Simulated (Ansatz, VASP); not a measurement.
One calculation of AgCl, two programs

```xyz
2
Lattice="3.4109 0.0000 0.0000 0.0000 3.4109 0.0000 0.0000 0.0000 3.4109" Properties=species:S:1:pos:R:3 pbc="T T T"
Ag    0.0000    0.0000    0.0000
Cl    1.7055    1.7055    1.7055
```

Change from the starting cell: volume scaled by 0.98.

Alike in both runs: task single point; functional PBEsol; k mesh 9 × 9 × 9; occupations fermi-dirac, width 0.01 eV; no spin polarisation.

|  | VASP | Ansatz |
| --- | --- | --- |
| version | VASP 6.6.1 | Ansatz 0.2.0 |
| potentials or method | VASP PAW PBE potentials, release 64 (Ag, Cl), cutoff 520 eV | all-electron LAPW, scalar-relativistic |

```tsv
	VASP	Ansatz	Ansatz less VASP
gap on the k mesh at the Fermi level (eV)	0.45	0.45	+0.001
pressure (GPa)	-3.9	-3.8	+0.10
```

VASP's potentials were made for PBE, not for PBEsol. Ansatz ran all-electron here, and VASP with PAW potentials.
